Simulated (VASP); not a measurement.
Input of a VASP 6.6.1 run:

The input POSCAR:

```
BAs
1.0
    0.0000000000      2.3885000000      2.3885000000
    2.3885000000      0.0000000000      2.3885000000
    2.3885000000      2.3885000000      0.0000000000
B As
1 1
Direct
    0.0000000000      0.0000000000      0.0000000000
    0.2500000000      0.2500000000      0.2500000000
```

Contents of INCAR.step1:

```
SYSTEM = BAs
ALGO = Normal ; EDIFF = 1E-4
ENCUT = 520 ; GGA = PE
ISMEAR = 1 ; LASPH = .TRUE.
LCHARG = .FALSE. ; LREAL = .FALSE.
LWAVE = .TRUE. ; NBANDS = 11
NELM = 100 ; PREC = Accurate
SIGMA = 0.02
```

File INCAR.step2:

```
SYSTEM = BAs
ALGO = Normal ; EDIFF = 1E-6
ENCUT = 520 ; ISIF = 2
ISMEAR = 1 ; ISTART = 1
LASPH = .TRUE. ; LCHARG = .FALSE.
LMIXTAU = .TRUE. ; LREAL = .FALSE.
LWAVE = .FALSE. ; METAGGA = R2SCAN
NBANDS = 11 ; NELM = 100
PREC = Accurate ; SIGMA = 0.02
```

Contents of KPOINTS:

```
k-points
0
G
  8 8 8
  0 0 0
```

Potentials or basis: VASP PAW PBE potentials, release 64 (B, As).

Launch:

```console
$ cat potpaw_PBE.64/B/POTCAR potpaw_PBE.64/As/POTCAR > POTCAR
$ cp INCAR.step1 INCAR
$ mpirun -np 1 vasp_std > vasp.out
$ cp INCAR.step2 INCAR
$ mpirun -np 1 vasp_std > vasp.out
```

Question: Predict the band gap on the k mesh.

Answer: 1.38 eV, indirect (least direct gap 3.45 eV).

Question: What does it give for the pressure?

Answer: 0.9 GPa.

Caveat: the PAW data sets were made with another functional, which shifts forces and pressure a little. r2SCAN opens gaps a little over a GGA but as a rule still falls short of measured ones.
